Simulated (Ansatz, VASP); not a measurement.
# TaN in VASP and in Ansatz

File INCAR:

```
PREC = Accurate
ENCUT = 520
EDIFF = 1E-8
ISMEAR = -1
SIGMA = 0.03
LREAL = False
LASPH = True
NELM = 100
ALGO = Normal
ISIF = 2
LWAVE = False
LCHARG = False
GGA = CA
LEFG = True
NBANDS = 33
```

The input KPOINTS:

```
Automatic mesh
0
Gamma
  5 5 8
```

Contents of POSCAR:

```
TaN
1.0
    5.1849992558      0.0000000000      0.0000000000
   -2.5924996279      4.4903410741      0.0000000000
    0.0000000000      0.0000000000      2.9370800000
Ta N
3 3
Direct
    0.0000000000      0.0000000000      0.0000000000
    0.3333333333      0.6666666667      0.5000000000
    0.6666666667      0.3333333333      0.5000000000
    0.5000000000      0.0000000000      0.0000000000
    0.5000000000      0.5000000000      0.0000000000
    0.0000000000      0.5000000000      0.0000000000
```

Input for Ansatz:

```yaml
crystal:
  lattice:
    - [5.1849992558, 0.0, 0.0]
    - [-2.5924996279, 4.4903410741, 0.0]
    - [0.0, 0.0, 2.93708]
  atoms:
    - { symbol: Ta, position: [0.0, 0.0, 0.0] }
    - { symbol: Ta, position: [0.3333333333, 0.6666666667, 0.5] }
    - { symbol: Ta, position: [0.6666666667, 0.3333333333, 0.5] }
    - { symbol: "N", position: [0.5, 0.0, 0.0] }
    - { symbol: "N", position: [0.5, 0.5, 0.0] }
    - { symbol: "N", position: [0.0, 0.5, 0.0] }
kpoints:
  mp_grid: { grid: [5, 5, 8] }
scf:
  occupations: { method: fermi_dirac, width: 0.03 }
hamiltonian:
  xc: lda
  pseudopotentials: { kind: all_electron, datasets: crystal }
output:
  forces: true
  stress: true
  eigenvalues: true
  efg: { contact_densities: true }
```

Change from the starting cell: zz strain of +1 %, crystal datasets.

Alike in both runs: task electric field gradients; functional LDA; k mesh 5 × 5 × 8; occupations fermi-dirac, width 0.03 eV; no spin polarisation.

|  | VASP | Ansatz |
| --- | --- | --- |
| version | VASP 6.6.1 | Ansatz 0.2.0 |
| potentials or method | VASP PAW LDA potentials, release 64 (Ta_pv, N), cutoff 520 eV | all-electron PAW with datasets made for the crystal, scalar-relativistic |

```csv
,VASP,Ansatz,Ansatz less VASP
pressure (GPa),-6.9,-8.6,-1.65
"traceless stress, the component that is largest in VASP (GPa)",-4.68,-5.16,-0.483
size of Vzz on the site where it differs most (V/Å²),336.0,452.4,+116.39
```

LDA's correlation is that of Perdew and Zunger in VASP and of Perdew and Wang (1992) in Ansatz. Ansatz ran all-electron here, and VASP with PAW potentials.

Spin-orbit coupling is off throughout.
